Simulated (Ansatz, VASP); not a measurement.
# Al2O3: VASP beside Ansatz

```
CELL_PARAMETERS angstrom
2.98587 0.00000 0.00000
-1.49293 2.58584 0.00000
0.00000 0.00000 7.60020
ATOMIC_POSITIONS crystal
Al 0.00000 0.00000 0.28091
Al 0.00000 0.00000 0.71909
O 0.33333 0.66667 0.20452
O 0.66667 0.33333 0.79548
O 0.00000 0.00000 0.50000
```

Alike in both runs: functional r2SCAN; k mesh 12 × 12 × 4; occupations gaussian, width 0.02 eV; no spin polarisation.

Ansatz relaxed the structure, and its values are those at the end. VASP's run is a single point on that final structure, the one shown.

```csv
,VASP,Ansatz
version,VASP 6.6.1,Ansatz 0.2.0
potentials or method,"VASP PAW PBE potentials, release 64 (Al, O), cutoff 520 eV","scalar-relativistic, plane waves, PAW"
valence electrons in the cell,24,24
```

|  | VASP | Ansatz | Ansatz less VASP |
| --- | --- | --- | --- |
| gap on the k mesh at the Fermi level (eV) | 3.14 | 3.14 | +0.001 |
| least direct gap on the mesh (eV) | 3.14 | 3.14 | +0.001 |
| pressure (GPa) | 0.0 | 0.0 | 0.00 |
| rms of the force components (eV/Å) | 0.032 | 0.000 | -0.0318 |

VASP's potentials were made for PBE, not for r2SCAN. The functional is the same, so the differences come from potentials, cutoffs and numerics.
